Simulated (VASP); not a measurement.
# SnO: single point with r2SCAN

The system is SnO.

```xyz
8
Lattice="2.6918 2.6922 0.0000 2.6918 -2.6922 0.0000 0.0000 0.0000 -9.8982" Properties=species:S:1:pos:R:3 pbc="T T T"
Sn    0.0000    0.0007   -0.0550
Sn    0.0000   -0.0007   -5.0041
Sn    2.6918   -0.0007   -7.2994
Sn    2.6918    0.0007   -2.3503
O     4.0377   -1.3468   -6.1517
O     1.3459    1.3468   -1.2026
O     1.3459   -1.3468   -6.1517
O     4.0377    1.3468   -1.2026
```

```yaml
Program: VASP 6.6.1
Task: single point
Functional: r2SCAN
Potentials_or_basis: VASP PAW PBE potentials, release 64 (Sn_d, O)
Cutoff: 520 eV
k_mesh: 5 × 5 × 2
Occupations: fermi-dirac, width 0.1 eV
Spin: no spin polarisation
Dipole_correction: no
Further_INCAR_settings: ALGO = Normal; EDIFF = 1e-06; NBANDS = 50
```

| Property | Result |
| --- | --- |
| Pressure | 0.6 GPa |
| Largest force | 0.147 eV/Å |
| Band gap on the k mesh | 0.79 eV |

Forces on the atoms (eV/Å):
```
Sn   0.000  0.000  0.147
Sn   0.000  0.000  0.147
Sn   0.000  0.000 -0.146
Sn   0.000  0.000 -0.146
O    0.000  0.000 -0.001
O    0.000  0.000 -0.001
O    0.000  0.000 -0.001
O    0.000  0.000 -0.001
```

Stress tensor (GPa, compression positive):
```
0.62 0.00 0.00
0.00 0.59 0.00
0.00 0.00 0.52
```

Levels at points of the mesh, in eV from the valence-band top:
| k point | band 38 | band 39 | band 40 | band 41 | band 42 | band 43 |
| --- | --- | --- | --- | --- | --- | --- |
| (0.00, 0.00, 0.00) | -3.25 | -2.51 | 0.00 | 1.98 | 2.34 | 3.32 |
| (0.00, 0.00, 0.50) | -3.57 | -0.76 | -0.76 | 1.95 | 1.95 | 3.89 |

It used 1100 s of CPU time on 1 thread of AMD EPYC 7R13 Processor (Zen 3), on a shared host.

Caveat: the PAW data sets were made with another functional, which shifts forces and pressure a little; spin-orbit coupling is left out, which moves the levels of the heavy elements. r2SCAN opens gaps a little over a GGA but as a rule still falls short of measured ones.
